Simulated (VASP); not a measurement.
CsAg12, 13 atoms in the cell. The cell holds a slab with vacuum, 13 atoms: a = 4.989 Å, b = 4.989 Å, c = 26.055 Å, α = 90.00°, β = 90.00°, γ = 120.00°. 

* Program: VASP 6.6.1
* Task: single point
* Functional: PBE
* Dispersion: D3(BJ)
* Potentials or basis: VASP PAW PBE potentials, release 64 (Ag, Cs_sv)
* Cutoff: 520 eV
* k mesh: 6 × 6 × 1
* Occupations: gaussian, width 0.1 eV
* Spin: no spin polarisation
* Dipole correction: yes
* Further INCAR settings: ALGO = Normal; EDIFF = 1e-07; NBANDS = 82

Potentials or basis: VASP PAW PBE potentials, release 64 (Ag, Cs_sv).

The run is started by

```sh
$ cat potpaw_PBE.64/Ag/POTCAR potpaw_PBE.64/Cs_sv/POTCAR > POTCAR
$ mpirun -np 1 vasp_std > vasp.out
```

Hardware: 1 thread of Intel Xeon 8259CL, on a shared host.

Question: Estimate the wall time of this run.

Answer: It took 36 min on 1 thread of Intel Xeon 8259CL, with other jobs on the host, peak memory 0.76 GiB. Counts: scf iterations 29, k points 7.
